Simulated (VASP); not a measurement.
Write the native input for VASP 6.6.1 that does the following.

```yaml
Task: single point
Functional: r2SCAN
Potentials_or_basis: VASP PAW PBE potentials, release 64 (Al, N)
Cutoff: 520 eV
k_mesh: 12 × 12 × 6
Occupations: gaussian, width 0.05 eV
Spin: no spin polarisation
Dipole_correction: no
Further_INCAR_settings: ALGO = Normal; EDIFF = 1e-07; NBANDS = 16
```

The system is AlN.

```
Al N
1.0
     3.11100    0.00000    0.00000
    -1.55550    2.69421    0.00000
     0.00000    0.00000    4.97800
Al N
2 2
Direct
  0.33333 0.66667 0.00000
  0.66667 0.33333 0.50000
  0.35102 0.67551 0.38195
  0.68435 0.34217 0.88195
```

This cell differs from its parent crystal: all N atoms moved -0.050 Å, as atom 3 towards its neighbour atom 2 (Al) at 1.885 Å.

The input as run:

POSCAR

```
AlN
1.0
    3.1110021516      0.0000000000      0.0000000000
   -1.5555010758      2.6942068945      0.0000000000
    0.0000000000      0.0000000000      4.9780000000
Al N
2 2
Direct
    0.3333333333      0.6666666667      0.0000000000
    0.6666666667      0.3333333333      0.5000000000
    0.3510152857      0.6755076428      0.3819498632
    0.6843486190      0.3421743095      0.8819498632
```

INCAR.step1

```
SYSTEM = AlN
PREC = Accurate ; ENCUT = 520
ISMEAR = 0 ; SIGMA = 0.05
LREAL = .FALSE. ; LASPH = .TRUE.
NELM = 60 ; NBANDS = 16
GGA = PE ; ALGO = Normal
EDIFF = 1E-4 ; LWAVE = .TRUE.
LCHARG = .FALSE.
```

INCAR.step2

```
SYSTEM = AlN
PREC = Accurate ; ENCUT = 520
EDIFF = 1E-7 ; ISMEAR = 0
SIGMA = 0.05 ; LREAL = .FALSE.
LASPH = .TRUE. ; NELM = 60
ALGO = Normal ; ISIF = 2
LWAVE = .FALSE. ; LCHARG = .TRUE.
METAGGA = R2SCAN ; LMIXTAU = .TRUE.
LELF = .TRUE. ; LVHAR = .TRUE.
NBANDS = 16 ; ISTART = 1
```

KPOINTS

```
Automatic mesh
0
G
  12 12 6
  0 0 0
```

Potentials or basis: VASP PAW PBE potentials, release 64 (Al, N).

Launch:

```bash
$ cat potpaw_PBE.64/Al/POTCAR potpaw_PBE.64/N/POTCAR > POTCAR
$ cp INCAR.step1 INCAR
$ mpirun -np 1 vasp_std > vasp.out
$ cp INCAR.step2 INCAR
$ mpirun -np 1 vasp_std > vasp.out
```

It gave:

* Pressure: -0.7 GPa
* Largest force: 0.806 eV/Å
* Band gap on the k mesh: 4.86 eV

Caveat: the cell differs from its parent crystal (all N atoms moved -0.050 Å, as atom 3 towards its neighbour atom 2 (Al) at 1.885 Å); the PAW data sets were made with another functional, which shifts forces and pressure a little.

Wall time 9.2 min on 1 thread of AMD EPYC 7R13, on a shared host, peak memory 0.27 GiB.
